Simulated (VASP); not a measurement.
Here is a VASP 6.6.1 calculation.

File INCAR:

```
SYSTEM = Rh
PREC = Accurate
ENCUT = 520
EDIFF = 1E-7
ISMEAR = 0
SIGMA = 0.1
LREAL = .False.
LASPH = .True.
NELM = 100
ALGO = Normal
ISIF = 2
LWAVE = .False.
LCHARG = .True.
GGA = PE
LELF = .True.
LVHAR = .True.
NBANDS = 14
```

The input KPOINTS:

```
Automatic mesh
0
Gamma
  15 15 15
  0 0 0
```

File POSCAR:

```
Rh
1.0
    0.0000000000      1.8978500000      1.8978500000
    1.8978500000      0.0000000000      1.8978500000
    1.8978500000      1.8978500000      0.0000000000
Rh
1
Direct
    0.0000000000      0.0000000000      0.0000000000
```

Potentials or basis: VASP PAW PBE potentials, release 64 (Rh_pv).

Run with:

```console
$ cat potpaw_PBE.64/Rh_pv/POTCAR > POTCAR
$ mpirun -np 1 vasp_std > vasp.out
```

Predict the pressure.

7.5 GPa.
